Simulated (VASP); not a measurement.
Wanted: the native input for a VASP 6.6.1 run.

- Task: electric field gradients
- Functional: PBE
- Potentials or basis: VASP PAW PBE potentials, release 64 (Cu, O)
- Cutoff: 520 eV
- k mesh: 12 × 12 × 12
- Occupations: methfessel-paxton, width 0.001 eV
- Spin: collinear spin, ferromagnetic start
- Starting moments: [0.2, 0.2] μB
- Dipole correction: no
- Further INCAR settings: ALGO = Normal; EDIFF = 1e-08; NBANDS = 20

The structure of CuO (CsCl type) lies in POSCAR:

```
CuO
1.0
    2.6368332336      0.0000000000      0.0000000000
    0.0000000000      2.6368332336      0.0000000000
    0.0000000000      0.0000000000      2.6368332336
Cu O
1 1
Direct
    0.0758485586      0.0000000000      0.0000000000
    0.5000000000      0.5000000000      0.5000000000
```

One way to write it, as run:

INCAR

```
SYSTEM = CuO
ALGO = Normal
EDIFF = 1E-8
ENCUT = 520
GGA = PE
ISIF = 2
ISMEAR = 1
ISPIN = 2
LASPH = .TRUE.
LCHARG = .FALSE.
LEFG = .TRUE.
LMAXMIX = 4
LORBIT = 11
LREAL = .FALSE.
LWAVE = .FALSE.
MAGMOM = 0.2 0.2
NBANDS = 20
NELM = 150
PREC = Accurate
SIGMA = 0.001
```

KPOINTS

```
k-points
0
G
  12 12 12
  0 0 0
```

Potentials or basis: VASP PAW PBE potentials, release 64 (Cu, O).

Run with:

```console
$ cat potpaw_PBE.64/Cu/POTCAR potpaw_PBE.64/O/POTCAR > POTCAR
$ mpirun -np 1 vasp_std > vasp.out
```

It gave:

```json
{
  "Pressure": "4.3 GPa",
  "Largest force": "0.082 eV/Å",
  "Band gap on the k mesh": "zero (filled and empty bands overlap)",
  "Net moment": "1.00 μB per cell",
  "Site moments": "Cu +0.46; O +0.50 μB",
  "Largest electric field gradient by atom": "Cu -11.9; O -4.3 V/Å²",
  "Valence electrons inside the program's atomic spheres": "Cu 9.77; O 4.87"
}
```

Caveat: the cell stands under pressure; without QUAD_EFG the Cq values of the log hold for a quadrupole moment of 1 mb, not for the nuclei; a cell with one magnetic atom can't hold antiferromagnetic order, which such compounds often take; semilocal functionals often make such compounds metallic where correlation or magnetic order opens a gap, which also shifts bond lengths.

Wall time 72 s on 1 thread of Intel(R) Xeon(R) 6975P-C (Granite Rapids), with other jobs on the host, peak memory 0.21 GiB.
